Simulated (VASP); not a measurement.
# KCl (P-1) in VASP: notebook, part 2 of 2

VASP 6.6.1. Earlier steps stand in the parts before.

### Step 4. Single point, PBEsol (atoms displaced along a vibrational mode, the cell strained)

INCAR reads:

```
SYSTEM = KCl
PREC = Accurate
ENCUT = 520
EDIFF = 1E-6
ISMEAR = 0
SIGMA = 0.05
LREAL = .False.
LASPH = .True.
NELM = 60
ALGO = Normal
ISIF = 2
LWAVE = .False.
LCHARG = .False.
GGA = PS
NBANDS = 24
```

KPOINTS reads:

```
regular mesh
0
Gamma
  6 6 6
  0 0 0
```

POSCAR reads:

```
KCl
1.0
    0.0000000000     -3.1207041401     -3.0479917336
   -3.1207041401      0.0000000000     -3.0479917336
    3.1207041401      3.1207041401     -6.0959834673
K Cl
2 2
Direct
    0.5000000000      0.5000000000      0.5000000000
    0.0000000000      1.0000000000      0.0000000000
    0.7829885571      0.7648586181      0.7500000000
    0.2170114429      0.2351413819      0.2500000000
```

Started as:

```sh
cat potpaw_PBE.64/K_sv/POTCAR potpaw_PBE.64/Cl/POTCAR > POTCAR
mpirun -np 1 vasp_std > vasp.out
```

Wall time 7.5 min (1 thread of Intel Xeon 8259CL, shared host); peak memory 0.41 GiB.

It converged, with:

| Item | Value |
| --- | --- |
| Free energy | -13.9670 eV |
| Pressure | 0.9 GPa |
| Largest force | 0.375 eV/Å |
| Band gap on the k mesh | 5.13 eV |

Forces in eV/Å, atoms in the order of the input:
```
K    0.000  0.000  0.000
K    0.000  0.000  0.000
Cl   0.066  0.155  0.335
Cl  -0.066 -0.155 -0.335
```

Stress tensor (GPa, compression positive):
```
 0.23 -0.01 -0.08
-0.01  0.47 -0.15
-0.08 -0.15  2.00
```

Levels at points of the mesh, in eV from the valence-band top:
| k point | band 12 | band 13 | band 14 | band 15 | band 16 | band 17 | band 18 | band 19 | band 20 | band 21 |
| --- | --- | --- | --- | --- | --- | --- | --- | --- | --- | --- |
| (0.00, 0.00, 0.00) | -0.41 | -0.40 | -0.04 | -0.03 | 0.00 | 5.13 | 7.53 | 8.19 | 8.22 | 8.31 |
| (0.50, 0.00, 0.00) | -0.84 | -0.54 | -0.39 | -0.37 | -0.29 | 7.16 | 7.36 | 8.27 | 8.33 | 9.87 |
| (0.00, 0.50, 0.00) | -0.86 | -0.51 | -0.43 | -0.35 | -0.30 | 7.20 | 7.31 | 8.27 | 8.32 | 10.00 |
| (0.50, 0.50, 0.00) | -0.68 | -0.44 | -0.42 | -0.29 | -0.29 | 6.30 | 7.56 | 8.40 | 8.71 | 10.09 |
| (0.00, 0.00, 0.50) | -0.69 | -0.24 | -0.24 | -0.22 | -0.19 | 6.39 | 6.43 | 8.06 | 8.07 | 8.93 |
| (0.50, 0.00, 0.50) | -0.75 | -0.43 | -0.41 | -0.26 | -0.23 | 6.35 | 7.54 | 8.37 | 8.59 | 10.01 |
| (0.00, 0.50, 0.50) | -0.76 | -0.42 | -0.39 | -0.26 | -0.23 | 6.37 | 7.52 | 8.35 | 8.53 | 10.06 |
| (0.50, 0.50, 0.50) | -0.84 | -0.52 | -0.40 | -0.36 | -0.31 | 7.09 | 7.35 | 8.26 | 8.32 | 9.87 |

Caveat: the cell differs from its parent crystal (atoms displaced along a vibrational mode, the cell strained); the PAW data sets were made with another functional, which shifts forces and pressure a little.

### Step 5. Single point, PBEsol (atoms displaced along a vibrational mode, the cell strained)

INCAR reads:

```
ALGO     = Normal         # electronic algorithm
EDIFF    = 1E-7           # SCF threshold, eV
ENCUT    = 520            # plane-wave cutoff, eV
GGA      = PS             # functional
ISIF     = 2              # what is computed and relaxed
ISMEAR   = 0              # smearing method
LASPH    = True           # aspherical terms in the spheres
LCHARG   = False          # write CHGCAR
LREAL    = False          # projectors in reciprocal space
LWAVE    = False          # write WAVECAR
NBANDS   = 24             # bands
NELM     = 100            # most SCF steps
PREC     = Accurate       # precision mode
SIGMA    = 0.05           # smearing width, eV
```

KPOINTS reads:

```
k-points
0
Gamma
  6 6 6
```

POSCAR, as its differences from that of step 4:

```diff
@@ -10,3 +10,3 @@
     0.0000000000      1.0000000000      0.0000000000
-    0.7829885571      0.7648586181      0.7500000000
-    0.2170114429      0.2351413819      0.2500000000
+    0.8049809285      0.7747643635      0.7500000000
+    0.1950190715      0.2252356365      0.2500000000
```

Started as:

```sh
cat potpaw_PBE.64/K_sv/POTCAR potpaw_PBE.64/Cl/POTCAR > POTCAR
mpirun -np 1 vasp_std > vasp.out
```

It took 8.4 min on 1 thread of Intel Xeon 8259CL, shared host; peak memory 0.4 GiB.

It converged, with:

```yaml
Free_energy: -13.8440 eV
Pressure: 1.5 GPa
Largest_force: 0.656 eV/Å
Band_gap_on_the_k_mesh: 5.07 eV
```

Forces on the atoms (eV/Å):
```
K    0.000  0.000  0.000
K    0.000  0.000  0.000
Cl   0.100  0.252  0.597
Cl  -0.100 -0.252 -0.597
```

Stress tensor (GPa, compression positive):
```
 0.26 -0.03 -0.22
-0.03  0.92 -0.45
-0.22 -0.45  3.29
```

Levels at points of the mesh, in eV from the valence-band top:
| k point | band 12 | band 13 | band 14 | band 15 | band 16 | band 17 | band 18 | band 19 | band 20 | band 21 |
| --- | --- | --- | --- | --- | --- | --- | --- | --- | --- | --- |
| (0.00, 0.00, 0.00) | -0.46 | -0.43 | -0.07 | -0.04 | 0.00 | 5.07 | 7.51 | 8.01 | 8.14 | 8.19 |
| (0.50, 0.00, 0.00) | -0.87 | -0.60 | -0.42 | -0.34 | -0.29 | 7.05 | 7.37 | 8.18 | 8.27 | 9.62 |
| (0.00, 0.50, 0.00) | -0.88 | -0.56 | -0.42 | -0.39 | -0.32 | 7.13 | 7.29 | 8.16 | 8.26 | 9.82 |
| (0.50, 0.50, 0.00) | -0.67 | -0.52 | -0.47 | -0.33 | -0.31 | 6.27 | 7.58 | 8.32 | 8.79 | 9.84 |
| (0.00, 0.00, 0.50) | -0.73 | -0.29 | -0.28 | -0.24 | -0.18 | 6.26 | 6.34 | 8.02 | 8.03 | 8.83 |
| (0.50, 0.00, 0.50) | -0.77 | -0.49 | -0.44 | -0.30 | -0.23 | 6.36 | 7.52 | 8.28 | 8.49 | 9.84 |
| (0.00, 0.50, 0.50) | -0.80 | -0.48 | -0.41 | -0.28 | -0.22 | 6.40 | 7.47 | 8.23 | 8.33 | 9.95 |
| (0.50, 0.50, 0.50) | -0.89 | -0.53 | -0.46 | -0.33 | -0.31 | 6.96 | 7.37 | 8.20 | 8.26 | 9.64 |

Caveat: the cell differs from its parent crystal (atoms displaced along a vibrational mode, the cell strained); the PAW data sets were made with another functional, which shifts forces and pressure a little. A k mesh can miss the band edges.

### Step 6. The runs side by side

| cell | gap on the mesh (eV) | pressure (GPa) | largest force (eV/Å) |
| --- | --- | --- | --- |
| a = 4.518, b = 4.518, c = 7.884 Å, angles 71.0, 71.0, 58.5°, 4 atoms, atomic positions A | 4.92 | -0.4 | 0.22 |
| a = 4.518, b = 4.518, c = 7.884 Å, angles 71.0, 71.0, 58.5°, 4 atoms, atomic positions B | 4.93 | -0.5 | 0.15 |
| a = 4.362, b = 4.362, c = 7.526 Å, angles 74.4, 74.4, 60.8°, 4 atoms, atomic positions A | 5.13 | 0.9 | 0.38 |
| a = 4.362, b = 4.362, c = 7.526 Å, angles 74.4, 74.4, 60.8°, 4 atoms, atomic positions C | 5.07 | 1.5 | 0.66 |

Alike in all rows: task single point; level PBEsol; potentials or basis VASP PAW PBE potentials, release 64 (K_sv, Cl); no spin polarisation; k mesh 6 × 6 × 6; cutoff (eV) 520; smearing gaussian 0.05 eV.

Caveats: the PAW data sets were made with another functional, which shifts forces and pressure a little.

Absolute energies hang on the potentials; compare differences alone.
